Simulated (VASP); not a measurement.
Set up this calculation in VASP 6.6.1, as the native input.

```yaml
Task: single point
Functional: PBE
Potentials_or_basis: VASP PAW PBE potentials, release 64 (Al, Pd)
Cutoff: 520 eV
k_mesh: 10 × 10 × 10
Occupations: gaussian, width 0.5 eV
Spin: no spin polarisation
Dipole_correction: no
Further_INCAR_settings: ALGO = Normal; EDIFF = 1e-06; NBANDS = 18
```

The structure of Al3Pd lies in POSCAR:

```
Al3Pd
1.0
    3.9469100000      0.0000000000      0.0000000000
    0.0000000000      3.9469100000      0.0000000000
    0.0000000000      0.0000000000      3.9469100000
Al Pd
3 1
Direct
    0.0000000000      0.5000000000      0.5000000000
    0.5000000000      0.0000000000      0.5000000000
    0.5000000000      0.5000000000      0.0000000000
    0.0000000000      0.0000000000      0.0000000000
```

One way to write it, as run:

INCAR

```
SYSTEM = Al3Pd
PREC     = Accurate       ! precision mode
ENCUT    = 520            ! plane-wave cutoff, eV
EDIFF    = 1E-6           ! SCF threshold, eV
ISMEAR   = 0              ! smearing method
SIGMA    = 0.5            ! smearing width, eV
LREAL    = .FALSE.        ! projectors in reciprocal space
LASPH    = .TRUE.         ! aspherical terms in the spheres
NELM     = 60             ! most SCF steps
ALGO     = Normal         ! electronic algorithm
ISIF     = 2              ! what is computed and relaxed
LWAVE    = .FALSE.        ! write WAVECAR
LCHARG   = .TRUE.         ! write CHGCAR
GGA      = PE             ! functional
LELF     = .TRUE.         ! ELF
LVHAR    = .TRUE.       
NBANDS   = 18             ! bands
```

KPOINTS

```
Automatic mesh
0
G
  10 10 10
  0 0 0
```

Potentials or basis: VASP PAW PBE potentials, release 64 (Al, Pd).

Launch:

```bash
$ cat potpaw_PBE.64/Al/POTCAR potpaw_PBE.64/Pd/POTCAR > POTCAR
$ mpirun -np 1 vasp_std > vasp.out
```

Results of the run:

```json
{
 "Pressure": "1.2 GPa"
}
```

It took 24 s on 1 thread of Intel(R) Xeon(R) 6975P-C (Granite Rapids), on a shared host, peak memory 0.2 GiB.
